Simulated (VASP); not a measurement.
# Ba (Im-3m) in VASP: single point with PBEsol

Aim: the single point of Ba with PBEsol.

Program: VASP 6.6.1. These are calculated values, not measurements. Logs are shortened: lines on timing, memory, paths and dates and some standing lists are left out, and cuts for length are marked.

### 1 The cell of the first run

Symmetry: Im-3m, No. 229, cubic system. Conventional cell: a = 4.556 Å, b = 4.556 Å, c = 4.556 Å, α = 90.00°, β = 90.00°, γ = 90.00°. Within 5.2 Å of Ba (site symmetry m-3m) lie 14 Ba at 3.95 to 4.56 Å.

### 2 Single point, PBEsol (Be replaced by Ba, lengths x 1.744, strained)

The input, INCAR:

```
PREC = Accurate
ENCUT = 520
EDIFF = 1E-7
ISMEAR = 0
SIGMA = 0.1
LREAL = False
LASPH = True
NELM = 100
ALGO = Normal
ISIF = 2
LWAVE = False
LCHARG = True
GGA = PS
LELF = True
LVHAR = True
NBANDS = 11
```

The input, KPOINTS:

```
Automatic mesh
0
Gamma
  14 14 14
```

The input, POSCAR:

```
Ba
1.0
   -2.2781506284      2.2781506284      2.2781506284
    2.2781506284     -2.2781506284      2.2781506284
    2.2781506284      2.2781506284     -2.2781506284
Ba
1
Direct
    0.0000000000      0.0000000000      0.0000000000
```

Potentials or basis: VASP PAW PBE potentials, release 64 (Ba_sv).

Run with:

```bash
$ cat potpaw_PBE.64/Ba_sv/POTCAR > POTCAR
$ mpirun -np 1 vasp_std > vasp.out
```

OUTCAR:

```text
PREC = Accurate
   ENCUT = 520
   EDIFF = 1E-7
   ISMEAR = 0
   LREAL = False
   LASPH = True
   NELM = 100
   ISIF = 2
   GGA = PS

 ion  position               nearest neighbor table
   1  0.000  0.000  0.000-

  LATTYP: Found a body centered cubic cell.
 ALAT       =     4.5563012568

  Lattice vectors:

 A1 = (  -2.2781506284,   2.2781506284,   2.2781506284)
 A2 = (   2.2781506284,  -2.2781506284,   2.2781506284)
 A3 = (   2.2781506284,   2.2781506284,  -2.2781506284)

Analysis of symmetry for initial positions (statically):
=====================================================================
 Subroutine PRICEL returns:
 Original cell was already a primitive cell.

 Routine SETGRP: Setting up the symmetry group for a
 body centered cubic supercell.

 Subroutine GETGRP returns: Found 48 space group operations
 (whereof 48 operations were pure point group operations)
 out of a pool of 48 trial point group operations.

The static configuration has the point symmetry O_h .

Analysis of symmetry for dynamics (positions and initial velocities):
=====================================================================
 Subroutine PRICEL returns:
 Original cell was already a primitive cell.

 Routine SETGRP: Setting up the symmetry group for a
 body centered cubic supercell.

 Subroutine GETGRP returns: Found 48 space group operations
 (whereof 48 operations were pure point group operations)
 out of a pool of 48 trial point group operations.

The dynamic configuration has the point symmetry O_h .

 Subroutine INISYM returns: Found 48 space group operations
 (whereof 48 operations are pure point group operations),
 and found     1 'primitive' translations

----------------------------------------------------------------------------------------

                                     Primitive cell

  volume of cell :      47.2941

  direct lattice vectors                    reciprocal lattice vectors
    -2.278150628  2.278150628  2.278150628     0.000000000  0.219476269  0.219476269
     2.278150628 -2.278150628  2.278150628     0.219476269  0.000000000  0.219476269
     2.278150628  2.278150628 -2.278150628     0.219476269  0.219476269  0.000000000

  length of vectors
     3.945872636  3.945872636  3.945872636     0.310386316  0.310386316  0.310386316

  position of ions in fractional coordinates (direct lattice)
     0.000000000  0.000000000  0.000000000

  ion indices of the primitive-cell ions
   primitive index   ion index
                 1           1

----------------------------------------------------------------------------------------

 KPOINTS: Automatic mesh

Automatic generation of k-mesh.
 Grid dimensions read from file:
 generate k-points for:   14   14   14

 Generating k-lattice:

  Cartesian coordinates                     Fractional coordinates (reciprocal lattice)
     0.000000000  0.015676876  0.015676876     0.071428571  0.000000000  0.000000000
     0.015676876  0.000000000  0.015676876     0.000000000  0.071428571  0.000000000
     0.015676876  0.015676876  0.000000000     0.000000000  0.000000000  0.071428571

  Length of vectors
     0.022170451  0.022170451  0.022170451

  Shift w.r.t. Gamma in fractional coordinates (k-lattice)
     0.000000000  0.000000000  0.000000000

 Subroutine IBZKPT returns following result:
 ===========================================

 Found    104 irreducible k-points:

 Following reciprocal coordinates:
            Coordinates               Weight
  0.000000  0.000000  0.000000      1.000000
  0.071429  0.000000  0.000000     12.000000
  0.142857  0.000000  0.000000     12.000000
  0.214286  0.000000  0.000000     12.000000
  0.285714  0.000000  0.000000     12.000000
  0.357143  0.000000  0.000000     12.000000
[... 16 lines left out ...]
  0.285714  0.285714  0.000000     24.000000
  0.357143  0.285714 -0.000000     24.000000
 [... further k-points ...]
   k-points           NKPTS =    104   k-points in BZ     NKDIM =    104   number of bands    NBANDS=     11
   number of dos      NEDOS =    301   number of ions     NIONS =      1
   total plane-waves  NPLWV =  27000
   dimension x,y,z NGX =    30 NGY =   30 NGZ =   30
   dimension x,y,z NGXF=    60 NGYF=   60 NGZF=   60
   ions per type =               1
   NGX,Y,Z   is equivalent  to a cutoff of  12.64, 12.64, 12.64 a.u.
   NGXF,Y,Z  is equivalent  to a cutoff of  25.28, 25.28, 25.28 a.u.
 SYSTEM =  unknown system
   PREC   = accura    normal or accurate (medium, high low for compatibility)
   ISTART =      0    job   : 0-new  1-cont  2-samecut
   ICHARG =      2    charge: 1-file 2-atom 10-const
   ISPIN  =      1    spin polarized calculation?
   LNONCOLLINEAR =      F non collinear calculations
   LSORBIT =      F    spin-orbit coupling
   LASPH  =      T    aspherical Exc in radial PAW
   ENCUT  =  520.0 eV  38.22 Ry    6.18 a.u.   7.34  7.34  7.34*2*pi/ulx,y,z
   NELM   =    100;   NELMIN=  2; NELMDL= -5     # of ELM steps
   EDIFF  = 0.1E-06   stopping-criterion for ELM
   LREAL  =      F    real-space projection
   EDIFFG = 0.1E-05   stopping-criterion for IOM
   NSW    =      0    number of steps for IOM
   IBRION =     -1    ionic relax: 0-MD 1-quasi-New 2-CG
   NFREE  =      0    steps in history (QN), initial steepest desc. (CG)
   ISIF   =      2    stress and relaxation
   ISYM   =      2    0-nonsym 1-usesym 2-fastsym
   POTIM  = 0.5000    time-step for ionic-motion
   TEBEG  =    0.0;   TEEND  =   0.0 temperature during run
   PSTRESS=    0.0 pullay stress
   NELECT =      10.0000    total number of electrons
   NUPDOWN=      -1.0000    fix difference up-down
   EMIN   =  10.00;   EMAX   =-10.00  energy-range for DOS
   EFERMI =   0.00;   METHOD = LEGACY
   ISMEAR =     0;   SIGMA  =   0.10  broadening in eV -4-tet -1-fermi 0-gaus
   EFERMI_NEDOS =   21; number of points for ismear=-14 and -15
   IALGO  =     38    algorithm
   IMIX   =      4    mixing-type and parameters
     AMIX     =   0.40;   BMIX     =  1.00
     AMIX_MAG =   1.60;   BMIX_MAG =  1.00
  volume/ion in A,a.u.               =      47.29       319.16
  Fermi-wavevector in a.u.,A,eV,Ry     =   0.975302  1.843053 12.942049  0.951214
  Thomas-Fermi vector in A             =   2.105831
   LORBIT       =      0    0 simple, 1 ext, 2 COOP (PROOUT), +10 PAW based schemes
   GGA     = PS    functional components
   LHFCALC =     F    Hartree Fock is set to
   AEXX    =    0.0000 exact exchange contribution
   IVDW    =     0    specifies the selected vdW correction
   LEPSILON=     F    determine dielectric tensor
   LRPA    =     F    only Hartree local field effects (RPA)
 non-spin polarized calculation
 Gauss-broadening in eV      SIGMA  =   0.10
  energy-cutoff  :      520.00
  volume of cell :       47.29
 maximum number of plane-waves:      1290
 NGX is ok and might be reduce to    30
   NGX = 15   NGY = 15   NGZ = 15

 number of electron      10.0000001 magnetization

 Free energy of the ion-electron system (eV)
  ---------------------------------------------------
  ext. energy  EPLUGINS =         0.00000000
  ---------------------------------------------------
  free energy    TOTEN  =        -2.06713280 eV

  energy without entropy =       -2.05997785  energy(sigma->0) =       -2.06355532

 E-fermi :   2.5659     XC(G=0):  -8.5037

 val. band max:        2.5552590283   @ k =   0.3571   0.2857  -0.0000
 cond. band min:       2.5834490785   @ k =  -0.3571   0.5000   0.2143
 fundamental gap:      0.0281900502
 Fermi energy:         2.5659040188

 k-point     1 :       0.0000    0.0000    0.0000
  band No.  band energies     occupation
      1     -25.8730      2.00000
      2     -10.5220      2.00000
      3     -10.5220      2.00000
      4     -10.5220      2.00000
      5      -0.2143      2.00000
      6       4.7082      0.00000
      7       4.7082      0.00000
      8       4.7082      0.00000
      9       6.5862      0.00000
     10       6.5862      0.00000
     11      10.3792      0.00000

 k-point     2 :       0.0714    0.0000    0.0000
  band No.  band energies     occupation
      1     -25.8659      2.00000
      2     -10.5851      2.00000
      3     -10.5399      2.00000
      4     -10.5228      2.00000
      5      -0.0749      2.00000
      6       4.5941      0.00000
      7       4.6562      0.00000
      8       4.8469      0.00000
      9       6.3736      0.00000
     10       6.5676      0.00000
     11      10.5460      0.00000

 k-point     3 :       0.1429    0.0000    0.0000
  band No.  band energies     occupation
      1     -25.8461      2.00000
      2     -10.7561      2.00000
      3     -10.5894      2.00000
      4     -10.5251      2.00000
      5       0.3088      2.00000
      6       4.3098      0.00000
      7       4.4368      0.00000
      8       5.2570      0.00000
      9       6.1254      0.00000
     10       6.5433      0.00000
     11      10.9637      0.00000

 k-point     4 :       0.2143    0.0000    0.0000
  band No.  band energies     occupation
      1     -25.8172      2.00000
      2     -10.9899      2.00000
      3     -10.6594      2.00000
      4     -10.5284      2.00000
      5       0.8284      2.00000
      6       3.9636      0.00000
      7       4.0989      0.00000
      8       5.9203      0.00000
      9       6.1750      0.00000
     10       6.5743      0.00000
     11      11.3000      0.00000
[... 239 lines left out ...]
 k-point    22 :       0.3571    0.2143    0.0000
  band No.  band energies     occupation
      1     -25.7162      2.00000
      2     -11.4784      2.00000
      3     -11.0557      2.00000
      4     -10.6458      2.00000
      5       2.2444      1.99999
      6       3.2592      0.00000
      7       4.0464      0.00000
      8       6.4954      0.00000
      9       7.4562      0.00000
     10       9.7887      0.00000
     11      10.3447      0.00000

 k-point    23 :       0.2857    0.2857    0.0000
  band No.  band energies     occupation
      1     -25.7146      2.00000
      2     -11.4186      2.00000
      3     -11.1269      2.00000
      4     -10.6576      2.00000
      5       2.4937      1.69293
      6       3.2319      0.00000
      7       3.8071      0.00000
      8       6.6580      0.00000
      9       7.2479      0.00000
     10       9.6092      0.00000
     11      10.4791      0.00000

 k-point    24 :       0.3571    0.2857   -0.0000
  band No.  band energies     occupation
      1     -25.7100      2.00000
      2     -11.3778      2.00000
      3     -11.2090      2.00000
      4     -10.6631      2.00000
      5       2.5553      1.11966
      6       3.3442      0.00000
      7       3.7006      0.00000
      8       6.8263      0.00000
      9       7.2715      0.00000
     10       9.2418      0.00000
     11      10.9557      0.00000

 [... further k-points ...]

------------------------ aborting loop because EDIFF is reached ----------------------------------------

  FORCE on cell =-STRESS in cart. coord.  units (eV):
  Direction    XX          YY          ZZ          XY          YZ          ZX
  --------------------------------------------------------------------------------------
  -------------------------------------------------------------------------------------
  Total        0.8068342      0.8068342      0.8068342     -0.0000000      0.0000000      0.0000000
  in kB       27.3330161     27.3330161     27.3330161     -0.0000000      0.0000000      0.0000000
  external PRESSURE =      27.3330161 kB  Pullay stress =       0.0000000 kB

 VOLUME and BASIS-vectors are now :
 -----------------------------------------------------------------------------
  energy-cutoff  :      520.00
  volume of cell :       47.29
      direct lattice vectors                 reciprocal lattice vectors
    -2.278150628  2.278150628  2.278150628     0.000000000  0.219476269  0.219476269
     2.278150628 -2.278150628  2.278150628     0.219476269  0.000000000  0.219476269
     2.278150628  2.278150628 -2.278150628     0.219476269  0.219476269  0.000000000

 POSITION                                       TOTAL-FORCE (eV/Angst)
 -----------------------------------------------------------------------------------
      0.00000      0.00000      0.00000         0.000000      0.000000      0.000000
 -----------------------------------------------------------------------------------
    total drift:                               -0.000000     -0.000000      0.000000

  FREE ENERGIE OF THE ION-ELECTRON SYSTEM (eV)
  ---------------------------------------------------
  free  energy   TOTEN  =        -2.0671327995 eV

  energy  without entropy=       -2.0599778457  energy(sigma->0) =       -2.06355532
```

It took 20 s on 1 thread of Intel Xeon 6975P-C (Granite Rapids), shared host; peak memory 0.19 GiB.

Results:

```
Free energy            : -2.0671 eV
Pressure               : 2.7 GPa
Band gap on the k mesh : zero (bands 5 and 6 overlap by 1.74 eV)
```

Levels at points of the mesh, in eV from the Fermi level:
```tsv
k point	band 2	band 3	band 4	band 5	band 6	band 7	band 8	band 9
(0.00, 0.00, 0.00)	-13.09	-13.09	-13.09	-2.78	2.14	2.14	2.14	4.02
(0.50, 0.00, 0.00)	-14.19	-13.43	-13.10	-1.11	0.60	2.44	4.13	4.87
(0.50, 0.50, 0.50)	-13.83	-13.83	-13.83	-1.01	-1.01	6.01	6.01	6.01
```

Caveat: the cell differs from its parent crystal (Be replaced by Ba, lengths x 1.744, strained); the PAW data sets were made with another functional, which shifts forces and pressure a little; spin-orbit coupling is left out, which moves the levels of the heavy elements.
